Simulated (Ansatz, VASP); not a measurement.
One calculation of InO, two programs

```
In O
1.0
     3.45361    0.00000    0.00000
    -1.72681    2.99092    0.00000
     0.00000    0.00000   15.87710
In O
2 2
Direct
  0.66667 0.33333 0.59002
  0.66667 0.33333 0.40998
  0.00000 0.00000 0.63987
  0.00000 0.00000 0.36013
```

Alike in both runs: task single point; functional PBE; k mesh 6 × 6 × 1; occupations methfessel-paxton of order 1, width 0.01 eV; no spin polarisation.

```csv
,VASP,Ansatz
version,VASP 6.6.1,Ansatz 0.2.0
potentials or method,"VASP PAW PBE potentials, release 64 (In_d, O), cutoff 520 eV",all-electron (LAPW or listed datasets)
```

Ansatz gave:

| Quantity | Value |
| --- | --- |
| gap on the k mesh at the Fermi level (eV) | 0.37 |
| rms of the force components (eV/Å) | 0.022 |

**Question.** Estimate VASP's values.

**Answer.** gap on the k mesh at the Fermi level (eV): 0.36; rms of the force components (eV/Å): 0.005.

Atom by atom the forces differ by 0.017 eV/Å (rms over components). Ansatz ran all-electron here, and VASP with PAW potentials.
